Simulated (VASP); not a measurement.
Wanted: the native input for a VASP 6.6.1 run.

| Item | Value |
| --- | --- |
| Task | single point |
| Functional | LDA |
| Potentials or basis | VASP PAW LDA potentials, release 64 (Ge_d) |
| Cutoff | 520 eV |
| k mesh | 6 × 6 × 2 |
| Occupations | gaussian, width 0.1 eV |
| Spin | no spin polarisation |
| Dipole correction | no |
| Further INCAR settings | ALGO = Normal; EDIFF = 1e-06; NBANDS = 66 |

The structure of Ge lies in POSCAR:

```
Ge
1.0
    4.0031158800      0.0000000000      0.0000000000
   -2.0015579400      3.4668000500      0.0000000000
    0.0000000000      0.0000000000     13.1567068600
Ge
8
Direct
    0.0000000000      0.0000000000      0.4068511600
    0.0000000000      0.0000000000      0.5931488400
    0.0000000000      0.0000000000      0.9068511600
    0.0000000000      0.0000000000      0.0931488400
    0.3333333300      0.6666666700      0.3440584300
    0.6666666700      0.3333333300      0.6559415700
    0.6666666700      0.3333333300      0.8440584300
    0.3333333300      0.6666666700      0.1559415700
```

This isn't the form of Ge at room conditions, which is diamond.

These files were run (other wordings do the same):

INCAR

```
  PREC = Accurate
  ENCUT = 520
  EDIFF = 1E-6
  ISMEAR = 0
  SIGMA = 0.1
  LREAL = F
  LASPH = T
  NELM = 100
  ALGO = Normal
  ISIF = 2
  LWAVE = F
  LCHARG = F
  GGA = CA
  NBANDS = 66
```

KPOINTS

```
regular mesh
0
Gamma
  6 6 2
```

Potentials or basis: VASP PAW LDA potentials, release 64 (Ge_d).

Launch:

```sh
$ cat potpaw_LDA.64/Ge_d/POTCAR > POTCAR
$ mpirun -np 1 vasp_std > vasp.out
```

It gave:

- Pressure: -1.7 GPa
- Largest force: 0.017 eV/Å
- Band gap on the k mesh: 0.08 eV

It took 2.9 min on 1 thread of Intel(R) Xeon(R) Platinum 8259CL CPU @ 2.50GHz (Skylake/Cascade Lake), with other jobs on the host, peak memory 0.28 GiB.
